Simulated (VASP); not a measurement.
# Al (P4/nmm) in VASP: notebook

Runs on Al. Level: r2SCAN. Tasks: single point.

Program: VASP 6.6.1. These are calculated values, not measurements. Logs are shortened: lines on timing, memory, paths and dates and some standing lists are left out, and cuts for length are marked.

## (1) The cell of the first run

It takes space group P4/nmm (No. 129, tetragonal). The conventional cell has a = 3.189 Å, b = 3.189 Å, c = 3.189 Å, α = 90.00°, β = 90.00°, γ = 90.00°. Within 3.6 Å of Al (site symmetry 4mm) lie 14 Al at 2.71 to 3.19 Å.

## (2) Single point, r2SCAN (atoms displaced along a vibrational mode)

Contents of POSCAR:

```
Al
1.0
    0.0000000000     -3.1887371512      0.0000000000
   -3.1887371512      0.0000000000      0.0000000000
    0.0000000000      0.0000000000     -3.1887371512
Al
2
Direct
    0.5000000000      0.5000000000      0.4858878302
    0.0000000000      0.0000000000      0.0141121698
```

Contents of INCAR.step1:

```
PREC = Accurate
ENCUT = 520
ISMEAR = 0
SIGMA = 0.15
LREAL = F
LASPH = T
NELM = 60
NBANDS = 10
GGA = PE
ALGO = Normal
EDIFF = 1E-4
LWAVE = T
LCHARG = F
```

Contents of INCAR.step2:

```
PREC = Accurate
ENCUT = 520
EDIFF = 1E-7
ISMEAR = 0
SIGMA = 0.15
LREAL = F
LASPH = T
NELM = 60
ALGO = Normal
ISIF = 2
LWAVE = F
LCHARG = F
METAGGA = R2SCAN
LMIXTAU = T
NBANDS = 10
ISTART = 1
```

Contents of KPOINTS:

```
Automatic mesh
0
Gamma
  18 18 18
```

Potentials or basis: VASP PAW PBE potentials, release 64 (Al).

Launch:

```console
$ cat potpaw_PBE.64/Al/POTCAR > POTCAR
$ cp INCAR.step1 INCAR
$ mpirun -np 1 vasp_std > vasp.out
$ cp INCAR.step2 INCAR
$ mpirun -np 1 vasp_std > vasp.out
```

OUTCAR:

```text
PREC = Accurate
   ENCUT = 520
   EDIFF = 1E-7
   ISMEAR = 0
   LREAL = F
   LASPH = T
   NELM = 60
   ISIF = 2
   METAGGA = R2SCAN
   ISTART = 1

 ion  position               nearest neighbor table
   1  0.500  0.500  0.486-   2 2.71   2 2.71   2 2.71   2 2.71   2 2.81   2 2.81   2 2.81   2 2.81

   2  0.000  0.000  0.014-   1 2.71   1 2.71   1 2.71   1 2.71   1 2.81   1 2.81   1 2.81   1 2.81

  LATTYP: Found a simple cubic cell.
 ALAT       =     3.1887371512

  Lattice vectors:

 A1 = (   0.0000000000,  -3.1887371512,   0.0000000000)
 A2 = (  -3.1887371512,   0.0000000000,   0.0000000000)
 A3 = (   0.0000000000,   0.0000000000,  -3.1887371512)

Analysis of symmetry for initial positions (statically):
=====================================================================
 Subroutine PRICEL returns:
 Original cell was already a primitive cell.

 Routine SETGRP: Setting up the symmetry group for a
 simple cubic supercell.

 Subroutine GETGRP returns: Found 16 space group operations
 (whereof  8 operations were pure point group operations)
 out of a pool of 48 trial point group operations.

The static configuration has the point symmetry C_4v.
 The point group associated with its full space group is D_4h.

Analysis of symmetry for dynamics (positions and initial velocities):
=====================================================================
 Subroutine PRICEL returns:
 Original cell was already a primitive cell.

 Routine SETGRP: Setting up the symmetry group for a
 simple cubic supercell.

 Subroutine GETGRP returns: Found 16 space group operations
 (whereof  8 operations were pure point group operations)
 out of a pool of 48 trial point group operations.

The dynamic configuration has the point symmetry C_4v.
 The point group associated with its full space group is D_4h.

 Subroutine INISYM returns: Found 16 space group operations
 (whereof  8 operations are pure point group operations),
 and found     1 'primitive' translations

----------------------------------------------------------------------------------------

                                     Primitive cell

  volume of cell :      32.4232

  direct lattice vectors                    reciprocal lattice vectors
     0.000000000 -3.188737151  0.000000000     0.000000000 -0.313603772  0.000000000
    -3.188737151  0.000000000  0.000000000    -0.313603772  0.000000000  0.000000000
     0.000000000  0.000000000 -3.188737151     0.000000000  0.000000000 -0.313603772

  length of vectors
     3.188737151  3.188737151  3.188737151     0.313603772  0.313603772  0.313603772

  position of ions in fractional coordinates (direct lattice)
     0.500000000  0.500000000  0.485887830
     0.000000000  0.000000000  0.014112170

  ion indices of the primitive-cell ions
   primitive index   ion index
                 1           1
                 2           2

----------------------------------------------------------------------------------------

 KPOINTS: Automatic mesh

Automatic generation of k-mesh.
 Grid dimensions read from file:
 generate k-points for:   18   18   18

 Generating k-lattice:

  Cartesian coordinates                     Fractional coordinates (reciprocal lattice)
     0.000000000 -0.017422432  0.000000000     0.055555556  0.000000000  0.000000000
    -0.017422432  0.000000000  0.000000000     0.000000000  0.055555556  0.000000000
     0.000000000  0.000000000 -0.017422432     0.000000000  0.000000000  0.055555556

  Length of vectors
     0.017422432  0.017422432  0.017422432

  Shift w.r.t. Gamma in fractional coordinates (k-lattice)
     0.000000000  0.000000000  0.000000000

 Subroutine IBZKPT returns following result:
 ===========================================

 Found    550 irreducible k-points:

 Following reciprocal coordinates:
            Coordinates               Weight
  0.000000  0.000000  0.000000      1.000000
  0.055556  0.000000  0.000000      4.000000
  0.000000  0.000000  0.055556      2.000000
  0.111111  0.000000  0.000000      4.000000
  0.000000  0.000000  0.111111      2.000000
  0.166667  0.000000  0.000000      4.000000
[... 16 lines left out ...]
  0.000000  0.111111  0.055556      8.000000
  0.055556  0.000000  0.111111      8.000000
 [... further k-points ...]
   k-points           NKPTS =    550   k-points in BZ     NKDIM =    550   number of bands    NBANDS=     10
   number of dos      NEDOS =    301   number of ions     NIONS =      2
   total plane-waves  NPLWV =  13824
   dimension x,y,z NGX =    24 NGY =   24 NGZ =   24
   dimension x,y,z NGXF=    48 NGYF=   48 NGZF=   48
   ions per type =               2
   NGX,Y,Z   is equivalent  to a cutoff of  12.51, 12.51, 12.51 a.u.
   NGXF,Y,Z  is equivalent  to a cutoff of  25.02, 25.02, 25.02 a.u.
 SYSTEM =  unknown system
   PREC   = accura    normal or accurate (medium, high low for compatibility)
   ISTART =      1    job   : 0-new  1-cont  2-samecut
   ICHARG =      0    charge: 1-file 2-atom 10-const
   ISPIN  =      1    spin polarized calculation?
   LNONCOLLINEAR =      F non collinear calculations
   LSORBIT =      F    spin-orbit coupling
   LASPH  =      T    aspherical Exc in radial PAW
   ENCUT  =  520.0 eV  38.22 Ry    6.18 a.u.   5.93  5.93  5.93*2*pi/ulx,y,z
   NELM   =     60;   NELMIN=  2; NELMDL=  0     # of ELM steps
   EDIFF  = 0.1E-06   stopping-criterion for ELM
   LREAL  =      F    real-space projection
   EDIFFG = 0.1E-05   stopping-criterion for IOM
   NSW    =      0    number of steps for IOM
   IBRION =     -1    ionic relax: 0-MD 1-quasi-New 2-CG
   NFREE  =      0    steps in history (QN), initial steepest desc. (CG)
   ISIF   =      2    stress and relaxation
   ISYM   =      2    0-nonsym 1-usesym 2-fastsym
   POTIM  = 0.5000    time-step for ionic-motion
   TEBEG  =    0.0;   TEEND  =   0.0 temperature during run
   PSTRESS=    0.0 pullay stress
   NELECT =       6.0000    total number of electrons
   NUPDOWN=      -1.0000    fix difference up-down
   EMIN   =  10.00;   EMAX   =-10.00  energy-range for DOS
   EFERMI =   0.00;   METHOD = LEGACY
   ISMEAR =     0;   SIGMA  =   0.15  broadening in eV -4-tet -1-fermi 0-gaus
   EFERMI_NEDOS =   21; number of points for ismear=-14 and -15
   IALGO  =     38    algorithm
   IMIX   =      4    mixing-type and parameters
     AMIX     =   0.40;   BMIX     =  1.00
     AMIX_MAG =   1.60;   BMIX_MAG =  1.00
  volume/ion in A,a.u.               =      16.21       109.40
  Fermi-wavevector in a.u.,A,eV,Ry     =   0.932910  1.762945 11.841443  0.870322
  Thomas-Fermi vector in A             =   2.059557
   LORBIT       =      0    0 simple, 1 ext, 2 COOP (PROOUT), +10 PAW based schemes
   METAGGA = R2SCAN    functional components
   LHFCALC =     F    Hartree Fock is set to
   AEXX    =    0.0000 exact exchange contribution
   IVDW    =     0    specifies the selected vdW correction
   LEPSILON=     F    determine dielectric tensor
   LRPA    =     F    only Hartree local field effects (RPA)
 non-spin polarized calculation
 Gauss-broadening in eV      SIGMA  =   0.15
  energy-cutoff  :      520.00
  volume of cell :       32.42
 maximum number of plane-waves:       912
 NGX is ok and might be reduce to    24
   NGX = 11   NGY = 11   NGZ = 11

 number of electron       6.0000000 magnetization

 Free energy of the ion-electron system (eV)
  ---------------------------------------------------
  ext. energy  EPLUGINS =         0.00000000
  ---------------------------------------------------
  free energy    TOTEN  =       -13.23605329 eV

  energy without entropy =      -13.22700447  energy(sigma->0) =      -13.23152888

 E-fermi :   8.2417     XC(G=0): -10.9867

 val. band max:        8.2367696112   @ k =   0.0000   0.4444   0.2222
 cond. band min:       8.2424330659   @ k =   0.3333   0.1667   0.1667
 fundamental gap:      0.0056634546
 Fermi energy:         8.2416743388

 k-point     1 :       0.0000    0.0000    0.0000
  band No.  band energies     occupation
      1      -3.7720      2.00000
      2      10.2450      0.00000
      3      10.2450      0.00000
      4      10.2655      0.00000
      5      11.1478      0.00000
      6      11.1496      0.00000
      7      14.8993      0.00000
      8      22.3387      0.00000
      9      22.3885      0.00000
     10      22.3885      0.00000

 k-point     2 :       0.0556    0.0000    0.0000
  band No.  band energies     occupation
      1      -3.7242      2.00000
      2       9.2426      0.00000
      3      10.2866      0.00000
      4      10.3072      0.00000
      5      11.1973      0.00000
      6      12.0432      0.00000
      7      15.1272      0.00000
      8      21.7765      0.00000
      9      21.8273      0.00000
     10      22.4350      0.00000

 k-point     3 :       0.0000    0.0000    0.0556
  band No.  band energies     occupation
      1      -3.7243      2.00000
      2       9.2543      0.00000
      3      10.2865      0.00000
      4      10.2865      0.00000
      5      11.1959      0.00000
      6      12.0551      0.00000
      7      15.1253      0.00000
      8      21.8152      0.00000
      9      21.8152      0.00000
     10      22.3850      0.00000

 k-point     4 :       0.1111    0.0000    0.0000
  band No.  band energies     occupation
      1      -3.5809      2.00000
      2       7.8949      1.99892
      3      10.4116      0.00000
      4      10.4322      0.00000
      5      11.3419      0.00000
      6      12.9952      0.00000
      7      15.8820      0.00000
      8      20.6984      0.00000
      9      20.7511      0.00000
     10      22.5745      0.00000
[... 222 lines left out ...]
 k-point    22 :       0.1111    0.0556    0.0000
  band No.  band energies     occupation
      1      -3.5331      2.00000
      2       7.9189      1.99766
      3       9.4925      0.00000
      4      10.4739      0.00000
      5      11.9453      0.00000
      6      13.3746      0.00000
      7      16.0038      0.00000
      8      20.0827      0.00000
      9      20.7906      0.00000
     10      22.0343      0.00000

 k-point    23 :       0.0000    0.1111    0.0556
  band No.  band energies     occupation
      1      -3.5332      2.00000
      2       7.9195      1.99762
      3       9.5028      0.00000
      4      10.4532      0.00000
      5      11.9562      0.00000
      6      13.3741      0.00000
      7      16.0025      0.00000
      8      20.1238      0.00000
      9      20.7372      0.00000
     10      22.0242      0.00000

 k-point    24 :       0.0556    0.0000    0.1111
  band No.  band energies     occupation
      1      -3.5333      2.00000
      2       7.9281      1.99689
      3       9.4908      0.00000
      4      10.4529      0.00000
      5      11.9503      0.00000
      6      13.3867      0.00000
      7      15.9985      0.00000
      8      20.1133      0.00000
      9      20.7665      0.00000
     10      21.9849      0.00000

 [... further k-points ...]

------------------------ aborting loop because EDIFF is reached ----------------------------------------

  FORCE on cell =-STRESS in cart. coord.  units (eV):
  Direction    XX          YY          ZZ          XY          YZ          ZX
  --------------------------------------------------------------------------------------
  -------------------------------------------------------------------------------------
  Total        0.0029303      0.0029303     -0.0790475      0.0000000      0.0000000      0.0000000
  in kB        0.1447999      0.1447999     -3.9060904      0.0000000      0.0000000      0.0000000
  external PRESSURE =      -1.2054969 kB  Pullay stress =       0.0000000 kB

 VOLUME and BASIS-vectors are now :
 -----------------------------------------------------------------------------
  energy-cutoff  :      520.00
  volume of cell :       32.42
      direct lattice vectors                 reciprocal lattice vectors
     0.000000000 -3.188737151  0.000000000     0.000000000 -0.313603772  0.000000000
    -3.188737151  0.000000000  0.000000000    -0.313603772  0.000000000  0.000000000
     0.000000000  0.000000000 -3.188737151     0.000000000  0.000000000 -0.313603772

 POSITION                                       TOTAL-FORCE (eV/Angst)
 -----------------------------------------------------------------------------------
     -1.59437     -1.59437     -1.54937         0.000000      0.000000     -0.415608
      0.00000      0.00000     -0.04500        -0.000000     -0.000000      0.415608
 -----------------------------------------------------------------------------------
    total drift:                               -0.000000      0.000000      0.000000

  FREE ENERGIE OF THE ION-ELECTRON SYSTEM (eV)
  ---------------------------------------------------
  free  energy   TOTEN  =       -13.2360532885 eV

  energy  without entropy=      -13.2270044720  energy(sigma->0) =      -13.23152888
```

Run time: 5.8 min. Hardware: 1 thread of Intel Xeon Platinum 8259CL at 2.50GHz (Skylake/Cascade Lake), shared host; peak memory 0.25 GiB.

What came out:

* Free energy: -13.2361 eV
* Pressure: -0.1 GPa
* Largest force: 0.416 eV/Å
* Band gap on the k mesh: zero (bands 3 and 4 overlap by 9.44 eV)

Forces on the atoms (eV/Å):
```
Al   0.000  0.000 -0.416
Al   0.000  0.000  0.416
```

Stress tensor (GPa, compression positive):
```
 0.01  0.00  0.00
 0.00  0.01  0.00
 0.00  0.00 -0.39
```

Caveat: the cell differs from its parent crystal (atoms displaced along a vibrational mode); the PAW data sets were made with another functional, which shifts forces and pressure a little.

## (3) Single point, r2SCAN (atoms displaced along a vibrational mode)

Contents of POSCAR:

```
Al
1.0
    0.0000000000     -3.1887371512      0.0000000000
   -3.1887371512      0.0000000000      0.0000000000
    0.0000000000      0.0000000000     -3.1887371512
Al
2
Direct
    0.5000000000      0.5000000000      0.4952959434
    0.0000000000      0.0000000000      0.0047040566
```

Contents of INCAR.step1:

```
SYSTEM = Al
PREC     = Accurate       ! precision mode
ENCUT    = 520            ! plane-wave cutoff, eV
ISMEAR   = 0              ! smearing method
SIGMA    = 0.15           ! smearing width, eV
LREAL    = .FALSE.        ! projectors in reciprocal space
LASPH    = .TRUE.         ! aspherical terms in the spheres
NELM     = 100            ! most SCF steps
NBANDS   = 10             ! bands
GGA      = PE             ! functional
ALGO     = Normal         ! electronic algorithm
EDIFF    = 1E-4           ! SCF threshold, eV
LWAVE    = .TRUE.         ! write WAVECAR
LCHARG   = .FALSE.        ! write CHGCAR
```

Contents of INCAR.step2:

```
SYSTEM = Al
PREC     = Accurate       ! precision mode
ENCUT    = 520            ! plane-wave cutoff, eV
EDIFF    = 1E-6           ! SCF threshold, eV
ISMEAR   = 0              ! smearing method
SIGMA    = 0.15           ! smearing width, eV
LREAL    = .FALSE.        ! projectors in reciprocal space
LASPH    = .TRUE.         ! aspherical terms in the spheres
NELM     = 100            ! most SCF steps
ALGO     = Normal         ! electronic algorithm
ISIF     = 2              ! what is computed and relaxed
LWAVE    = .FALSE.        ! write WAVECAR
LCHARG   = .FALSE.        ! write CHGCAR
METAGGA  = R2SCAN         ! meta-GGA
LMIXTAU  = .TRUE.       
NBANDS   = 10             ! bands
ISTART   = 1
```

Contents of KPOINTS:

```
regular mesh
0
G
  18 18 18
  0 0 0
```

Potentials or basis: VASP PAW PBE potentials, release 64 (Al).

Launch:

```console
$ cat potpaw_PBE.64/Al/POTCAR > POTCAR
$ cp INCAR.step1 INCAR
$ mpirun -np 1 vasp_std > vasp.out
$ cp INCAR.step2 INCAR
$ mpirun -np 1 vasp_std > vasp.out
```

Wall time 4.7 min (1 thread of Intel Xeon Platinum 8259CL at 2.50GHz (Skylake/Cascade Lake), shared host); peak memory 0.25 GiB.

It converged, with:

| Quantity | Value |
| --- | --- |
| Free energy | -13.2527 eV |
| Pressure | -0.4 GPa |
| Largest force | 0.140 eV/Å |
| Band gap on the k mesh | zero (bands 3 and 4 overlap by 9.45 eV) |

Forces in eV/Å, atoms in the order of the input:
```
Al   0.000  0.000 -0.140
Al   0.000  0.000  0.140
```

Levels at points of the mesh, in eV from the Fermi level:
| k point | band 1 | band 2 | band 3 | band 4 | band 5 | band 6 |
| --- | --- | --- | --- | --- | --- | --- |
| (0.00, 0.00, 0.00) | -12.01 | 2.01 | 2.01 | 2.01 | 2.91 | 2.91 |
| (0.50, 0.00, 0.00) | -8.19 | -8.19 | 5.39 | 5.39 | 5.39 | 5.39 |
| (0.00, 0.00, 0.50) | -8.24 | -8.14 | 5.31 | 5.31 | 5.47 | 5.47 |
| (0.50, 0.50, 0.00) | -4.81 | -4.81 | -4.05 | -4.05 | 8.70 | 8.70 |
| (0.00, 0.50, 0.50) | -4.81 | -4.81 | -4.05 | -4.05 | 8.66 | 8.66 |
| (0.50, 0.50, 0.50) | -1.29 | -1.29 | -1.21 | -1.21 | -1.13 | -1.13 |

Caveat: the cell differs from its parent crystal (atoms displaced along a vibrational mode); the PAW data sets were made with another functional, which shifts forces and pressure a little.
